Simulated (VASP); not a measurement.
**ZnS: single point with r2SCAN**

ZnS:

```
Zn S
1.0
     0.00000    2.59646    2.48828
     2.59646    0.00000    2.48828
     2.59646    2.59646    0.00000
Zn S
1 1
Direct
  0.00000 0.00000 0.00000
  0.75000 0.75000 0.75000
```

This cell differs from its parent crystal: strain -0.040 along x and y, -0.080 along z.

| Item | Value |
| --- | --- |
| Program | VASP 6.6.1 |
| Task | single point |
| Functional | r2SCAN |
| Potentials or basis | VASP PAW PBE potentials, release 64 (Zn, S) |
| Cutoff | 520 eV |
| k mesh | 8 × 8 × 8 |
| Occupations | gaussian, width 0.05 eV |
| Spin | no spin polarisation |
| Dipole correction | no |
| Further INCAR settings | ALGO = Normal; EDIFF = 1e-06; NBANDS = 16 |

- Pressure: 17.0 GPa
- Band gap on the k mesh: 3.03 eV, indirect (least direct gap 3.36 eV)

Stress tensor (GPa, compression positive):
```
16.56  0.00  0.00
 0.00 16.56  0.00
 0.00  0.00 17.79
```

Levels at points of the mesh, in eV from the valence-band top:
```tsv
k point	band 5	band 6	band 7	band 8	band 9	band 10	band 11	band 12	band 13	band 14
(0.00, 0.00, 0.00)	-6.66	-6.63	-0.16	-0.16	0.00	3.36	6.61	6.61	6.64	11.96
(0.50, 0.00, 0.00)	-6.59	-6.59	-6.33	-1.39	-1.12	3.97	6.90	7.40	9.91	13.68
(0.50, 0.50, 0.00)	-6.52	-6.30	-5.23	-3.23	-3.23	3.03	3.94	13.43	13.77	13.78
(0.50, 0.00, 0.50)	-6.53	-6.40	-5.49	-3.02	-2.89	3.32	4.41	12.84	13.68	13.81
```

Run time: 65 s on 1 thread of Intel(R) Xeon(R) Platinum 8559C (Emerald Rapids), on a shared host, peak memory 0.18 GiB.

Caveat: the cell differs from its parent crystal (strain -0.040 along x and y, -0.080 along z); the PAW data sets were made with another functional, which shifts forces and pressure a little. A k mesh can miss the band edges.
